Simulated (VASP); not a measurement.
A run of VASP 6.6.1 is set up as follows.

The input INCAR:

```
PREC     = Accurate       # precision mode
ENCUT    = 600            # plane-wave cutoff, eV
EDIFF    = 1E-6           # SCF threshold, eV
ISMEAR   = 0              # smearing method
SIGMA    = 0.1            # smearing width, eV
LREAL    = F              # projectors in reciprocal space
LASPH    = T              # aspherical terms in the spheres
NELM     = 60             # most SCF steps
ALGO     = Normal         # electronic algorithm
ISIF     = 3              # what is computed and relaxed
LWAVE    = F              # write WAVECAR
LCHARG   = F              # write CHGCAR
GGA      = PE             # functional
IBRION   = 2              # ionic algorithm
NSW      = 90             # ionic steps
EDIFFG   = -0.04          # ionic threshold
```

File KPOINTS:

```
Automatic mesh
0
Gamma
  6 6 4
```

POSCAR

```
Si3Sn
1.0
    3.6152572390      0.0000000000      0.0000000000
    0.0000000000      3.6152572390      0.0000000000
    0.0000000000      0.0000000000      7.1844656480
Si Sn
3 1
Direct
    0.0000000000      0.0000000000      0.6788771822
    0.0000000000      0.0000000000      0.3211228178
    0.0000000000      0.0000000000      0.0000000000
    0.5000000000      0.5000000000      0.5000000000
```

Potentials or basis: VASP PAW PBE potentials, release 64 (Si, Sn_d).

The run is started by

```sh
$ cat potpaw_PBE.64/Si/POTCAR potpaw_PBE.64/Sn_d/POTCAR > POTCAR
$ mpirun -np 1 vasp_std > vasp.out
```

Question: Predict the space group after relaxing (to 0.1 Å).

Answer: P4/mmm (No. 123).

Question: Predict the relaxed volume.

Answer: 23.51 Å³/atom.

Forces in eV/Å, atoms in the order of the input:
```
Si   0.000  0.000 -0.015
Si   0.000  0.000  0.015
Si   0.000  0.000  0.000
Sn   0.000  0.000  0.000
```
